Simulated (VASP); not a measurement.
Input of a VASP 6.6.1 run:

INCAR

```
SYSTEM = Os
PREC = Accurate ; ENCUT = 520
EDIFF = 1E-7 ; ISMEAR = -1
SIGMA = 0.05 ; LREAL = .FALSE.
LASPH = .TRUE. ; NELM = 100
ALGO = Normal ; ISIF = 2
LWAVE = .FALSE. ; LCHARG = .FALSE.
GGA = CA ; NBANDS = 10
```

File KPOINTS:

```
regular mesh
0
G
  17 17 17
  0 0 0
```

The input POSCAR:

```
Os
1.0
    2.2131537804      0.0000000000      0.0000000000
    0.0000000000      2.2131537804      0.0000000000
    0.0000000000      0.0000000000      2.2131537804
Os
1
Direct
    0.0000000000      0.0000000000      0.0000000000
```

Potentials or basis: VASP PAW LDA potentials, release 64 (Os).

Run with:

```bash
$ cat potpaw_LDA.64/Os/POTCAR > POTCAR
$ mpirun -np 1 vasp_std > vasp.out
```

(1) What does it give for the band gap on the k mesh?

(2) Estimate the pressure.

## Answers

(1) zero (band 4 reaches 20.90 eV, above the bottom of band 5 at 12.00 eV).

(2) 283.8 GPa.

Caveat: spin-orbit coupling is left out, which moves the levels of the heavy elements.
